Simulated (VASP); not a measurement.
# Cl (P6_3/mmc) in VASP: density of states with PBE

Aim: the density of states of Cl with PBE.

Everything below comes from runs of VASP 6.6.1. Logs are shortened: lines on timing, memory, paths and dates and some standing lists are left out, and cuts for length are marked.

## Step 1: The cell of the first run

Symmetry: P6_3/mmc, No. 194, hexagonal system. The conventional cell has a = 2.394 Å, b = 2.394 Å, c = 3.697 Å, α = 90.00°, β = 90.00°, γ = 120.00°. Cl (site symmetry -6m2) has 12 Cl at 2.31 to 2.39 Å within 3.1 Å.

## Step 2: Density of states, PBE (volume scaled by 0.4)

Contents of POSCAR:

```
Cl
1.0
    2.3935801040      0.0000000000      0.0000000000
   -1.1967900520      2.0729011761      0.0000000000
    0.0000000000      0.0000000000      3.6966808586
Cl
2
Direct
    0.3333333333      0.6666666667      0.2500000000
    0.6666666667      0.3333333333      0.7500000000
```

Contents of INCAR.step1:

```
SYSTEM = Cl
PREC = Accurate
ENCUT = 520
EDIFF = 1E-6
ISMEAR = -1
SIGMA = 0.08
LREAL = .False.
LASPH = .True.
NELM = 80
ALGO = Normal
ISIF = 2
LWAVE = .False.
LCHARG = .True.
GGA = PE
NBANDS = 14
```

Contents of KPOINTS.step1:

```
regular mesh
0
Gamma
  14 14 8
  0 0 0
```

Contents of INCAR.step2:

```
SYSTEM = Cl
PREC = Accurate
ENCUT = 520
EDIFF = 1E-6
ISMEAR = -5
SIGMA = 0.08
LREAL = .False.
LASPH = .True.
NELM = 80
ALGO = Normal
ISIF = 2
LWAVE = .False.
LCHARG = .False.
GGA = PE
LORBIT = 10
NEDOS = 1001
ICHARG = 11
```

Contents of KPOINTS.step2:

```
regular mesh
0
Gamma
  21 21 12
  0 0 0
```

Potentials or basis: VASP PAW PBE potentials, release 64 (Cl).

Command:

```bash
> cat potpaw_PBE.64/Cl/POTCAR > POTCAR
> cp INCAR.step1 INCAR
> cp KPOINTS.step1 KPOINTS
> mpirun -np 1 vasp_std > vasp.out
> cp INCAR.step2 INCAR
> cp KPOINTS.step2 KPOINTS
> mpirun -np 1 vasp_std > vasp.out
```

OUTCAR:

```text
SYSTEM = Cl
   PREC = Accurate
   ENCUT = 520
   EDIFF = 1E-6
   ISMEAR = -5
   LREAL = .False.
   LASPH = .True.
   NELM = 80
   ISIF = 2
   GGA = PE
   LORBIT = 10
   ICHARG = 11

 ion  position               nearest neighbor table
   1  0.333  0.667  0.250-   2 2.31   2 2.31   2 2.31   2 2.31   2 2.31   2 2.31
   2  0.667  0.333  0.750-   1 2.31   1 2.31   1 2.31   1 2.31   1 2.31   1 2.31

  LATTYP: Found a hexagonal cell.
 ALAT       =     2.3935801040
 C/A-ratio  =     1.5444149341

  Lattice vectors:

 A1 = (   2.3935801040,   0.0000000000,   0.0000000000)
 A2 = (  -1.1967900520,   2.0729011761,   0.0000000000)
 A3 = (   0.0000000000,   0.0000000000,   3.6966808586)

Analysis of symmetry for initial positions (statically):
=====================================================================
 Subroutine PRICEL returns:
 Original cell was already a primitive cell.

 Routine SETGRP: Setting up the symmetry group for a
 hexagonal supercell.

 Subroutine GETGRP returns: Found 24 space group operations
 (whereof 12 operations were pure point group operations)
 out of a pool of 24 trial point group operations.

The static configuration has the point symmetry D_3d.
 The point group associated with its full space group is D_6h.

Analysis of symmetry for dynamics (positions and initial velocities):
=====================================================================
 Subroutine PRICEL returns:
 Original cell was already a primitive cell.

 Routine SETGRP: Setting up the symmetry group for a
 hexagonal supercell.

 Subroutine GETGRP returns: Found 24 space group operations
 (whereof 12 operations were pure point group operations)
 out of a pool of 24 trial point group operations.

The dynamic configuration has the point symmetry D_3d.
 The point group associated with its full space group is D_6h.

 Subroutine INISYM returns: Found 24 space group operations
 (whereof 12 operations are pure point group operations),
 and found     1 'primitive' translations

----------------------------------------------------------------------------------------

                                     Primitive cell

  volume of cell :      18.3417

  direct lattice vectors                    reciprocal lattice vectors
     2.393580104  0.000000000  0.000000000     0.417784221  0.241207833  0.000000000
    -1.196790052  2.072901176  0.000000000     0.000000000  0.482415665  0.000000000
     0.000000000  0.000000000  3.696680859     0.000000000  0.000000000  0.270512938

  length of vectors
     2.393580104  2.393580104  3.696680859     0.482415665  0.482415665  0.270512938

  position of ions in fractional coordinates (direct lattice)
     0.333333333  0.666666667  0.250000000
     0.666666667  0.333333333  0.750000000

  ion indices of the primitive-cell ions
   primitive index   ion index
                 1           1
                 2           2

----------------------------------------------------------------------------------------

 KPOINTS: regular mesh

Automatic generation of k-mesh.
 Grid dimensions read from file:
 generate k-points for:   21   21   12

 Generating k-lattice:

  Cartesian coordinates                     Fractional coordinates (reciprocal lattice)
     0.019894487  0.011486087  0.000000000     0.047619048  0.000000000  0.000000000
     0.000000000  0.022972175  0.000000000     0.000000000  0.047619048  0.000000000
     0.000000000  0.000000000  0.022542745     0.000000000  0.000000000  0.083333333

  Length of vectors
     0.022972175  0.022972175  0.022542745

  Shift w.r.t. Gamma in fractional coordinates (k-lattice)
     0.000000000  0.000000000  0.000000000

 TETIRR: Found   5376 inequivalent tetrahedra from    31752

 Subroutine IBZKPT returns following result:
 ===========================================

 Found    336 irreducible k-points:

 Following reciprocal coordinates:
            Coordinates               Weight
  0.000000  0.000000  0.000000      1.000000
  0.047619  0.000000  0.000000      6.000000
  0.095238  0.000000  0.000000      6.000000
  0.142857  0.000000  0.000000      6.000000
  0.190476  0.000000  0.000000      6.000000
  0.238095 -0.000000  0.000000      6.000000
[... 16 lines left out ...]
  0.142857  0.095238  0.000000     12.000000
  0.190476  0.095238  0.000000     12.000000
 [... further k-points ...]
   k-points           NKPTS =    336   k-points in BZ     NKDIM =    336   number of bands    NBANDS=     11
   number of dos      NEDOS =   1001   number of ions     NIONS =      2
   total plane-waves  NPLWV =   9072
   dimension x,y,z NGX =    18 NGY =   18 NGZ =   28
   dimension x,y,z NGXF=    36 NGYF=   36 NGZF=   56
   ions per type =               2
   NGX,Y,Z   is equivalent  to a cutoff of  12.50, 12.50, 12.59 a.u.
   NGXF,Y,Z  is equivalent  to a cutoff of  25.00, 25.00, 25.18 a.u.
 SYSTEM =  Cl
   PREC   = accura    normal or accurate (medium, high low for compatibility)
   ISTART =      0    job   : 0-new  1-cont  2-samecut
   ICHARG =     11    charge: 1-file 2-atom 10-const
   ISPIN  =      1    spin polarized calculation?
   LNONCOLLINEAR =      F non collinear calculations
   LSORBIT =      F    spin-orbit coupling
   LASPH  =      T    aspherical Exc in radial PAW
   ENCUT  =  520.0 eV  38.22 Ry    6.18 a.u.   4.45  4.45  6.87*2*pi/ulx,y,z
   NELM   =     80;   NELMIN=  2; NELMDL=  0     # of ELM steps
   EDIFF  = 0.1E-05   stopping-criterion for ELM
   LREAL  =      F    real-space projection
   EDIFFG = 0.1E-04   stopping-criterion for IOM
   NSW    =      0    number of steps for IOM
   IBRION =     -1    ionic relax: 0-MD 1-quasi-New 2-CG
   NFREE  =      0    steps in history (QN), initial steepest desc. (CG)
   ISIF   =      2    stress and relaxation
   ISYM   =      2    0-nonsym 1-usesym 2-fastsym
   POTIM  = 0.5000    time-step for ionic-motion
   TEBEG  =    0.0;   TEEND  =   0.0 temperature during run
   PSTRESS=    0.0 pullay stress
   NELECT =      14.0000    total number of electrons
   NUPDOWN=      -1.0000    fix difference up-down
   EMIN   =  10.00;   EMAX   =-10.00  energy-range for DOS
   EFERMI =   0.00;   METHOD = LEGACY
   ISMEAR =    -5;   SIGMA  =   0.08  broadening in eV -4-tet -1-fermi 0-gaus
   EFERMI_NEDOS =   21; number of points for ismear=-14 and -15
   IALGO  =     38    algorithm
   IMIX   =      4    mixing-type and parameters
     AMIX     =   0.40;   BMIX     =  1.00
     AMIX_MAG =   1.60;   BMIX_MAG =  1.00
  volume/ion in A,a.u.               =       9.17        61.89
  Fermi-wavevector in a.u.,A,eV,Ry     =   1.496137  2.827289 30.455630  2.238426
  Thomas-Fermi vector in A             =   2.608192
   LORBIT       =     10    0 simple, 1 ext, 2 COOP (PROOUT), +10 PAW based schemes
   GGA     = PE    functional components
   LHFCALC =     F    Hartree Fock is set to
   AEXX    =    0.0000 exact exchange contribution
   IVDW    =     0    specifies the selected vdW correction
   LEPSILON=     F    determine dielectric tensor
   LRPA    =     F    only Hartree local field effects (RPA)
 non-spin polarized calculation
 Fermi weights with tetrahedron method with Bloechl corrections
  energy-cutoff  :      520.00
  volume of cell :       18.34
 maximum number of plane-waves:       510
 NGX is ok and might be reduce to    18

 number of electron      13.9999996 magnetization

 Free energy of the ion-electron system (eV)
  ---------------------------------------------------
  ext. energy  EPLUGINS =         0.00000000
  ---------------------------------------------------
  free energy    TOTEN  =         4.99997521 eV

  energy without entropy =        4.99997521  energy(sigma->0) =        4.99997521

 E-fermi :  16.5560     XC(G=0): -14.0470

 val. band max:       16.7616308096   @ k =   0.3810   0.1429   0.5000
 cond. band min:      16.4565262274   @ k =   0.3333   0.1429   0.5000
 fundamental gap:     -0.3051045823
 Fermi energy:        16.5560331408

 k-point     1 :       0.0000    0.0000    0.0000
  band No.  band energies     occupation
      1      -9.1172      2.00000
      2      -0.8967      2.00000
      3       2.5764      2.00000
      4      16.6470      1.61992
      5      16.6470      0.60136
      6      19.2184      0.00000
      7      19.2184      0.00000
      8      20.9131      0.00000
      9      25.7729      0.00000
     10      28.9685      0.00000
     11      28.9765      0.00000

 k-point     2 :       0.0476    0.0000    0.0000
  band No.  band energies     occupation
      1      -9.0470      2.00000
      2      -0.8347      2.00000
      3       2.6430      2.00000
      4      16.0794      2.03360
      5      16.4314      2.02685
      6      19.0205      0.00000
      7      19.2823      0.00000
      8      20.8064      0.00000
      9      26.0947      0.00000
     10      28.3157      0.00000
     11      29.0791      0.00000

 k-point     3 :       0.0952    0.0000    0.0000
  band No.  band energies     occupation
      1      -8.8367      2.00000
      2      -0.6505      2.00000
      3       2.8423      2.00000
      4      14.6983      2.00000
      5      15.9077      2.00000
      6      18.4003      0.00000
      7      19.3616      0.00000
      8      20.4763      0.00000
      9      26.1807      0.00000
     10      28.0402      0.00000
     11      29.4836      0.00000
[... 267 lines left out ...]
 k-point    23 :       0.1429    0.0952    0.0000
  band No.  band energies     occupation
      1      -7.7930      2.00000
      2       0.2285      2.00000
      3       3.8294      2.00000
      4      10.9654      2.00000
      5      12.9550      2.00000
      6      16.8720      0.54693
      7      18.2829      0.00000
      8      18.7638      0.00000
      9      25.2339      0.00000
     10      27.4535      0.00000
     11      27.9661      0.00000

 k-point    24 :       0.1905    0.0952    0.0000
  band No.  band energies     occupation
      1      -7.1741      2.00000
      2       0.7065      2.00000
      3       4.4127      2.00000
      4       9.2751      2.00000
      5      12.0978      2.00000
      6      15.6605      2.04166
      7      17.7493     -0.01068
      8      17.8916      0.00000
      9      24.2172      0.00000
     10      26.6887      0.00000
     11      28.5419      0.00000

 [... further k-points ...]
[... 5 lines left out ...]
  --------------------------------------------------------------------------------------
  -------------------------------------------------------------------------------------
  Total       21.6772370     21.6772370     22.1382884      0.0000000      0.0000000      0.0000000
  in kB     1893.5465505   1893.5465506   1933.8202337      0.0000000      0.0000000      0.0000000
  external PRESSURE =    1906.9711116 kB  Pullay stress =       0.0000000 kB

 VOLUME and BASIS-vectors are now :
 -----------------------------------------------------------------------------
  energy-cutoff  :      520.00
  volume of cell :       18.34
      direct lattice vectors                 reciprocal lattice vectors
     2.393580104  0.000000000  0.000000000     0.417784221  0.241207833  0.000000000
    -1.196790052  2.072901176  0.000000000     0.000000000  0.482415665  0.000000000
     0.000000000  0.000000000  3.696680859     0.000000000  0.000000000  0.270512938

 POSITION                                       TOTAL-FORCE (eV/Angst)
 -----------------------------------------------------------------------------------
     -0.00000      1.38193      0.92417         0.000000     -0.000000      0.000000
      1.19679      0.69097      2.77251        -0.000000      0.000000      0.000000
 -----------------------------------------------------------------------------------
    total drift:                               -0.000000      0.000000     -0.000000

  FREE ENERGIE OF THE ION-ELECTRON SYSTEM (eV)
  ---------------------------------------------------
  free  energy   TOTEN  =         4.9999752123 eV

  energy  without entropy=        4.9999752123  energy(sigma->0) =        4.99997521

 total charge

# of ion       s       p       d       tot
------------------------------------------
    1        1.701   3.416   0.000   5.117
    2        1.701   3.416   0.000   5.117
--------------------------------------------------
tot          3.401   6.832   0.000  10.233
```

Wall time 90 s (1 thread of Intel Xeon Platinum 8375C at 2.90GHz (Ice Lake), shared host); peak memory 0.17 GiB.

What came out:

- Valence electrons inside the program's atomic spheres: Cl 5.12

Caveat: tetrahedron occupations give inexact forces and stress in metals.
